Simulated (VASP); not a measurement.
P: single point with PBEsol

Crystal: P.

```
P
1.0
     1.75957    1.01589    3.19106
    -1.75957    1.01589    3.19106
     0.00000   -2.03178    3.19106
P
2
Direct
  0.22708 0.22708 0.22708
  0.77292 0.77292 0.77292
```

| Quantity | Value |
| --- | --- |
| Program | VASP 6.6.1 |
| Task | single point |
| Functional | PBEsol |
| Potentials or basis | VASP PAW PBE potentials, release 64 (P) |
| Cutoff | 520 eV |
| k mesh | 8 × 8 × 8 |
| Occupations | fermi-dirac, width 0.1 eV |
| Spin | no spin polarisation |
| Dipole correction | no |
| Further INCAR settings | ALGO = Normal; EDIFF = 1e-06; NBANDS = 12 |

| Quantity | Value |
| --- | --- |
| Pressure | -6.3 GPa |
| Largest force | 0.143 eV/Å |
| Band gap on the k mesh | zero (band 5 reaches 8.32 eV, above the bottom of band 6 at 7.81 eV) |

Forces in eV/Å, atoms in the order of the input:
```
P    0.000  0.000 -0.143
P    0.000  0.000  0.143
```

Stress tensor (GPa, compression positive):
```
-6.46  0.00  0.00
 0.00 -6.46  0.00
 0.00  0.00 -5.83
```

Levels at points of the mesh, in eV from the Fermi level:
| k point | band 2 | band 3 | band 4 | band 5 | band 6 | band 7 | band 8 | band 9 |
| --- | --- | --- | --- | --- | --- | --- | --- | --- |
| (0.00, 0.00, 0.00) | -3.98 | -2.98 | -2.77 | -2.77 | 1.28 | 2.57 | 2.57 | 5.78 |
| (0.50, 0.00, 0.00) | -11.56 | -3.66 | -3.22 | -0.61 | -0.33 | 0.07 | 0.60 | 8.68 |
| (0.50, 0.50, 0.00) | -9.77 | -6.65 | -5.15 | -5.10 | 0.27 | 5.72 | 7.08 | 7.76 |
| (0.50, 0.50, 0.50) | -10.54 | -2.67 | -2.67 | -0.13 | -0.06 | -0.06 | 2.06 | 8.41 |

Wall time 20 s on 1 thread of AMD EPYC 7R13 Processor (Zen 3), with other jobs on the host, peak memory 0.13 GiB.

Caveat: the PAW data sets were made with another functional, which shifts forces and pressure a little.
